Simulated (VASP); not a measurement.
Wanted: the native input for a VASP 6.6.1 run.

- Task: single point
- Functional: PBEsol
- Potentials or basis: VASP PAW PBE potentials, release 64 (Mg, S)
- Cutoff: 600 eV
- k mesh: 6 × 4 × 6
- Occupations: gaussian, width 0.02 eV
- Spin: no spin polarisation
- Dipole correction: no
- Further INCAR settings: ALGO = Normal; EDIFF = 1e-06; NBANDS = 16

The structure of MgS lies in POSCAR:

```
MgS
1.0
    3.9962472056      0.0000000000      0.0000000000
    0.0000000000      5.6515469706      0.0000000000
    0.0000000000      0.0000000000      3.9962472056
Mg S
2 2
Direct
    0.0000000000      0.0000000000      0.0000000000
    0.5000000000      0.5000000000      0.5000000000
    0.5000000000      0.2500000000      0.0000000000
    0.0000000000      0.7500000000      0.5000000000
```

One way to write it, as run:

INCAR

```
SYSTEM = MgS
PREC = Accurate ; ENCUT = 600
EDIFF = 1E-6 ; ISMEAR = 0
SIGMA = 0.02 ; LREAL = .False.
LASPH = .True. ; NELM = 120
ALGO = Normal ; ISIF = 2
LWAVE = .False. ; LCHARG = .True.
GGA = PS ; LELF = .True.
LVHAR = .True. ; NBANDS = 16
GGA_COMPAT = .False.
```

KPOINTS

```
Automatic mesh
0
Gamma
  6 4 6
  0 0 0
```

Potentials or basis: VASP PAW PBE potentials, release 64 (Mg, S).

The run is started by

```bash
$ cat potpaw_PBE.64/Mg/POTCAR potpaw_PBE.64/S/POTCAR > POTCAR
$ mpirun -np 1 vasp_std > vasp.out
```

Results of the run:

The pressure is -0.1 GPa and the band gap on the k mesh is 3.32 eV.

Caveat: the PAW data sets were made with another functional, which shifts forces and pressure a little.

Wall time 34 s on 1 thread of Intel(R) Xeon(R) Platinum 8375C CPU @ 2.90GHz (Ice Lake), with other jobs on the host, peak memory 0.23 GiB.
